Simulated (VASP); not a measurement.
Be:

```
Be
1.0
    -1.10719    1.10719    1.68443
     1.10719   -1.10719    1.68443
     1.10719    1.10719   -1.68443
Be
1
Direct
  0.00000 0.00000 0.00000
```

| Quantity | Value |
| --- | --- |
| Program | VASP 6.6.1 |
| Task | relaxation of cell and atoms |
| Functional | PBE |
| Potentials or basis | VASP PAW PBE potentials, release 64 (Be) |
| Cutoff | 600 eV |
| k mesh | 10 × 10 × 10 |
| Occupations | gaussian, width 0.1 eV |
| Spin | no spin polarisation |

At the start: pressure -5.5 GPa; volume 8.26 Å³/atom.

Problem. How do energy, volume and symmetry change on relaxing?

Solution. Over 5 steps the energy falls by 11.1 meV/atom and the volume is 7.86 Å³/atom (-4.9 %); space group I4/mmm (No. 139, to 0.05 Å).

Step by step:
```csv
step,energy change (eV),largest force (eV/Å),pressure (GPa),volume (Å³)
1,0.0000,0.0000,-5.51,8.26
2,-0.0103,0.0000,-0.88,7.92
3,-0.0108,0.0000,0.43,7.84
4,-0.0108,0.0000,0.57,7.83
5,-0.0111,0.0000,0.17,7.86
```

Final structure:
```
Be
1.0
    -1.09975    1.09975    1.62399
     1.09975   -1.09975    1.62399
     1.09975    1.09975   -1.62399
Be
1
Direct
  0.00000 0.00000 0.00000
```

Caveat: the k points lie up to 0.40 Å⁻¹ apart in the final cell.
